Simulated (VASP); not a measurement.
# TaN (Fm-3m) in VASP: single point with r2SCAN

Aim: the single point of TaN with r2SCAN.

Program: VASP 6.6.1. These are calculated values, not measurements. Logs are shortened: lines on timing, memory, paths and dates and some standing lists are left out, and cuts for length are marked.

## 1. The cell of the first run

The structure is cubic, space group Fm-3m (No. 225). The conventional cell has a = 4.358 Å, b = 4.358 Å, c = 4.358 Å, α = 90.00°, β = 90.00°, γ = 90.00°. Within 2.9 Å of Ta (site symmetry m-3m) lie 6 N at 2.18 Å. Within 2.9 Å of N (site symmetry m-3m) lie 6 Ta at 2.18 Å.

## 2. Single point, r2SCAN

File POSCAR:

```
TaN
1.0
    0.0000000000      2.1790000000      2.1790000000
    2.1790000000      0.0000000000      2.1790000000
    2.1790000000      2.1790000000      0.0000000000
Ta N
1 1
Direct
    0.5000000000      0.5000000000      0.5000000000
    0.0000000000      0.0000000000      0.0000000000
```

File INCAR.step1:

```
ALGO = Normal
EDIFF = 1E-5
ENCUT = 770
GGA = PE
GGA_COMPAT = F
ISMEAR = -1
LASPH = T
LCHARG = F
LREAL = F
LWAVE = T
NBANDS = 16
NELM = 120
PREC = Accurate
SIGMA = 0.1
```

File INCAR.step2:

```
ALGO = Normal
EDIFF = 1E-6
ENCUT = 770
GGA_COMPAT = F
ISIF = 2
ISMEAR = -1
ISTART = 1
LASPH = T
LCHARG = T
LELF = T
LMIXTAU = T
LREAL = F
LVHAR = T
LWAVE = F
METAGGA = R2SCAN
NBANDS = 16
NELM = 120
PREC = Accurate
SIGMA = 0.1
```

File KPOINTS:

```
k-points
0
Gamma
  13 13 13
```

Potentials or basis: VASP PAW PBE potentials, release 64 (Ta_sv_GW, N).

Run with:

```
cat potpaw_PBE.64/Ta_sv_GW/POTCAR potpaw_PBE.64/N/POTCAR > POTCAR
cp INCAR.step1 INCAR
mpirun -np 1 vasp_std > vasp.out
cp INCAR.step2 INCAR
mpirun -np 1 vasp_std > vasp.out
```

OUTCAR:

```text
EDIFF = 1E-6
   ENCUT = 770
   ISIF = 2
   ISMEAR = -1
   ISTART = 1
   LASPH = T
   LREAL = F
   METAGGA = R2SCAN
   NELM = 120
   PREC = Accurate

 ion  position               nearest neighbor table
   1  0.500  0.500  0.500-   2 2.18   2 2.18   2 2.18   2 2.18   2 2.18   2 2.18
   2  0.000  0.000  0.000-   1 2.18   1 2.18   1 2.18   1 2.18   1 2.18   1 2.18

  LATTYP: Found a face centered cubic cell.
 ALAT       =     4.3580000000

  Lattice vectors:

 A1 = (   0.0000000000,   2.1790000000,   2.1790000000)
 A2 = (   2.1790000000,   0.0000000000,   2.1790000000)
 A3 = (   2.1790000000,   2.1790000000,   0.0000000000)

Analysis of symmetry for initial positions (statically):
=====================================================================
 Subroutine PRICEL returns:
 Original cell was already a primitive cell.

 Routine SETGRP: Setting up the symmetry group for a
 face centered cubic supercell.

 Subroutine GETGRP returns: Found 48 space group operations
 (whereof 48 operations were pure point group operations)
 out of a pool of 48 trial point group operations.

The static configuration has the point symmetry O_h .

Analysis of symmetry for dynamics (positions and initial velocities):
=====================================================================
 Subroutine PRICEL returns:
 Original cell was already a primitive cell.

 Routine SETGRP: Setting up the symmetry group for a
 face centered cubic supercell.

 Subroutine GETGRP returns: Found 48 space group operations
 (whereof 48 operations were pure point group operations)
 out of a pool of 48 trial point group operations.

The dynamic configuration has the point symmetry O_h .

 Subroutine INISYM returns: Found 48 space group operations
 (whereof 48 operations are pure point group operations),
 and found     1 'primitive' translations

----------------------------------------------------------------------------------------

                                     Primitive cell

  volume of cell :      20.6920

  direct lattice vectors                    reciprocal lattice vectors
     0.000000000  2.179000000  2.179000000    -0.229463056  0.229463056  0.229463056
     2.179000000  0.000000000  2.179000000     0.229463056 -0.229463056  0.229463056
     2.179000000  2.179000000  0.000000000     0.229463056  0.229463056 -0.229463056

  length of vectors
     3.081571352  3.081571352  3.081571352     0.397441672  0.397441672  0.397441672

  position of ions in fractional coordinates (direct lattice)
     0.500000000  0.500000000  0.500000000
     0.000000000  0.000000000  0.000000000

  ion indices of the primitive-cell ions
   primitive index   ion index
                 1           1
                 2           2

----------------------------------------------------------------------------------------

 KPOINTS: k-points

Automatic generation of k-mesh.
 Grid dimensions read from file:
 generate k-points for:   13   13   13

 Generating k-lattice:

  Cartesian coordinates                     Fractional coordinates (reciprocal lattice)
    -0.017651004  0.017651004  0.017651004     0.076923077  0.000000000  0.000000000
     0.017651004 -0.017651004  0.017651004     0.000000000  0.076923077  0.000000000
     0.017651004  0.017651004 -0.017651004     0.000000000  0.000000000  0.076923077

  Length of vectors
     0.030572436  0.030572436  0.030572436

  Shift w.r.t. Gamma in fractional coordinates (k-lattice)
     0.000000000  0.000000000  0.000000000

 Subroutine IBZKPT returns following result:
 ===========================================

 Found     84 irreducible k-points:

 Following reciprocal coordinates:
            Coordinates               Weight
  0.000000  0.000000  0.000000      1.000000
  0.076923  0.000000  0.000000      8.000000
  0.153846  0.000000  0.000000      8.000000
  0.230769  0.000000  0.000000      8.000000
  0.307692  0.000000  0.000000      8.000000
  0.384615  0.000000  0.000000      8.000000
[... 16 lines left out ...]
  0.384615  0.153846  0.000000     24.000000
  0.461538  0.153846  0.000000     24.000000
 [... further k-points ...]
   k-points           NKPTS =     84   k-points in BZ     NKDIM =     84   number of bands    NBANDS=     16
   number of dos      NEDOS =    301   number of ions     NIONS =      2
   total plane-waves  NPLWV =  21952
   dimension x,y,z NGX =    28 NGY =   28 NGZ =   28
   dimension x,y,z NGXF=    56 NGYF=   56 NGZF=   56
   ions per type =               1   1
   NGX,Y,Z   is equivalent  to a cutoff of  15.11, 15.11, 15.11 a.u.
   NGXF,Y,Z  is equivalent  to a cutoff of  30.21, 30.21, 30.21 a.u.
 SYSTEM =  unknown system
   PREC   = accura    normal or accurate (medium, high low for compatibility)
   ISTART =      1    job   : 0-new  1-cont  2-samecut
   ICHARG =      0    charge: 1-file 2-atom 10-const
   ISPIN  =      1    spin polarized calculation?
   LNONCOLLINEAR =      F non collinear calculations
   LSORBIT =      F    spin-orbit coupling
   LASPH  =      T    aspherical Exc in radial PAW
   ENCUT  =  770.0 eV  56.59 Ry    7.52 a.u.   6.97  6.97  6.97*2*pi/ulx,y,z
   NELM   =    120;   NELMIN=  2; NELMDL=  0     # of ELM steps
   EDIFF  = 0.1E-05   stopping-criterion for ELM
   LREAL  =      F    real-space projection
   EDIFFG = 0.1E-04   stopping-criterion for IOM
   NSW    =      0    number of steps for IOM
   IBRION =     -1    ionic relax: 0-MD 1-quasi-New 2-CG
   NFREE  =      0    steps in history (QN), initial steepest desc. (CG)
   ISIF   =      2    stress and relaxation
   ISYM   =      2    0-nonsym 1-usesym 2-fastsym
   POTIM  = 0.5000    time-step for ionic-motion
   TEBEG  =    0.0;   TEEND  =   0.0 temperature during run
   PSTRESS=    0.0 pullay stress
   NELECT =      18.0000    total number of electrons
   NUPDOWN=      -1.0000    fix difference up-down
   EMIN   =  10.00;   EMAX   =-10.00  energy-range for DOS
   EFERMI =   0.00;   METHOD = LEGACY
   ISMEAR =    -1;   SIGMA  =   0.10  broadening in eV -4-tet -1-fermi 0-gaus
   EFERMI_NEDOS =   21; number of points for ismear=-14 and -15
   IALGO  =     38    algorithm
   IMIX   =      4    mixing-type and parameters
     AMIX     =   0.40;   BMIX     =  1.00
     AMIX_MAG =   1.60;   BMIX_MAG =  1.00
  volume/ion in A,a.u.               =      10.35        69.82
  Fermi-wavevector in a.u.,A,eV,Ry     =   1.562782  2.953230 33.229345  2.442288
  Thomas-Fermi vector in A             =   2.665650
   LORBIT       =      0    0 simple, 1 ext, 2 COOP (PROOUT), +10 PAW based schemes
   METAGGA = R2SCAN    functional components
   LHFCALC =     F    Hartree Fock is set to
   AEXX    =    0.0000 exact exchange contribution
   IVDW    =     0    specifies the selected vdW correction
   LEPSILON=     F    determine dielectric tensor
   LRPA    =     F    only Hartree local field effects (RPA)
 non-spin polarized calculation
  energy-cutoff  :      770.00
  volume of cell :       20.69
 maximum number of plane-waves:      1019
   NGX = 13   NGY = 13   NGZ = 13

 number of electron      17.9999999 magnetization

 Free energy of the ion-electron system (eV)
  ---------------------------------------------------
  ext. energy  EPLUGINS =         0.00000000
  ---------------------------------------------------
  free energy    TOTEN  =       -62.20447628 eV

  energy without entropy =      -62.18329296  energy(sigma->0) =      -62.19388462

 E-fermi :  14.3263     XC(G=0): -14.9429

 val. band max:       14.2194047768   @ k =   0.2308   0.1538   0.0769
 cond. band min:      14.3793173702   @ k =  -0.2308   0.2308   0.0000
 fundamental gap:      0.1599125934
 Fermi energy:        14.3262910218

 k-point     1 :       0.0000    0.0000    0.0000
  band No.  band energies     occupation
      1     -57.3155      2.00000
      2     -22.7847      2.00000
      3     -22.7847      2.00000
      4     -22.7847      2.00000
      5      -5.9285      2.00000
      6      10.0627      2.00000
[... 8 lines left out ...]
     15      23.9820      0.00000
     16      39.4742      0.00000

 k-point     2 :       0.0769    0.0000    0.0000
  band No.  band energies     occupation
      1     -57.3116      2.00000
      2     -22.8452      2.00000
      3     -22.7899      2.00000
      4     -22.7899      2.00000
      5      -5.7765      2.00000
      6       9.3308      2.00000
[... 8 lines left out ...]
     15      24.4429      0.00000
     16      37.5680      0.00000

 k-point     3 :       0.1538    0.0000    0.0000
  band No.  band energies     occupation
      1     -57.3010      2.00000
      2     -23.0095      2.00000
      3     -22.8042      2.00000
      4     -22.8042      2.00000
      5      -5.3468      2.00000
      6       7.9263      2.00000
[... 8 lines left out ...]
     15      25.6595      0.00000
     16      34.8260      0.00000

 k-point     4 :       0.2308    0.0000    0.0000
  band No.  band energies     occupation
      1     -57.2858      2.00000
      2     -23.2333      2.00000
      3     -22.8242      2.00000
      4     -22.8242      2.00000
      5      -4.7104      2.00000
      6       6.4362      2.00000
[... 8 lines left out ...]
     15      26.9963      0.00000
     16      32.8656      0.00000
[... 324 lines left out ...]
 k-point    22 :       0.3077    0.1538    0.0000
  band No.  band energies     occupation
      1     -57.2705      2.00000
      2     -23.3218      2.00000
      3     -22.9124      2.00000
      4     -22.9010      2.00000
      5      -4.3621      2.00000
      6       5.4482      2.00000
[... 8 lines left out ...]
     15      28.0097      0.00000
     16      30.5195      0.00000

 k-point    23 :       0.3846    0.1538    0.0000
  band No.  band energies     occupation
      1     -57.2565      2.00000
      2     -23.4983      2.00000
      3     -22.9374      2.00000
      4     -22.9281      2.00000
      5      -3.8376      2.00000
      6       4.8249      2.00000
[... 8 lines left out ...]
     15      26.8074      0.00000
     16      29.4570      0.00000

 k-point    24 :       0.4615    0.1538    0.0000
  band No.  band energies     occupation
      1     -57.2461      2.00000
      2     -23.6247      2.00000
      3     -22.9777      2.00000
      4     -22.9292      2.00000
      5      -3.3960      2.00000
      6       4.2890      2.00000
[... 8 lines left out ...]
     15      25.9107      0.00000
     16      28.3341      0.00000

 [... further k-points ...]

------------------------ aborting loop because EDIFF is reached ----------------------------------------

  FORCE on cell =-STRESS in cart. coord.  units (eV):
  Direction    XX          YY          ZZ          XY          YZ          ZX
  --------------------------------------------------------------------------------------
  -------------------------------------------------------------------------------------
  Total        1.2764071      1.2764071      1.2764071      0.0000000      0.0000000      0.0000000
  in kB       98.8321187     98.8321187     98.8321187      0.0000000      0.0000000      0.0000000
  external PRESSURE =      98.8321187 kB  Pullay stress =       0.0000000 kB

 VOLUME and BASIS-vectors are now :
 -----------------------------------------------------------------------------
  energy-cutoff  :      770.00
  volume of cell :       20.69
      direct lattice vectors                 reciprocal lattice vectors
     0.000000000  2.179000000  2.179000000    -0.229463056  0.229463056  0.229463056
     2.179000000  0.000000000  2.179000000     0.229463056 -0.229463056  0.229463056
     2.179000000  2.179000000  0.000000000     0.229463056  0.229463056 -0.229463056

 POSITION                                       TOTAL-FORCE (eV/Angst)
 -----------------------------------------------------------------------------------
      2.17900      2.17900      2.17900         0.000000      0.000000      0.000000
      0.00000      0.00000      0.00000        -0.000000     -0.000000     -0.000000
 -----------------------------------------------------------------------------------
    total drift:                                0.000000      0.000000      0.000000

  FREE ENERGIE OF THE ION-ELECTRON SYSTEM (eV)
  ---------------------------------------------------
  free  energy   TOTEN  =       -62.2044762850 eV

  energy  without entropy=      -62.1832929596  energy(sigma->0) =      -62.19388462
```

Wall time 82 s (1 thread of Intel Xeon 6975P-C (Granite Rapids), shared host); peak memory 0.21 GiB.

What came out:

- Free energy: -62.2045 eV
- Pressure: 9.9 GPa
- Band gap on the k mesh: zero (bands 9 and 10 overlap by 4.14 eV)

Caveat: the cell stands under pressure; the PAW data sets were made with another functional, which shifts forces and pressure a little; spin-orbit coupling is left out, which moves the levels of the heavy elements.

The gap in the log of VASP goes by the Fermi energy; the results here count the filled bands.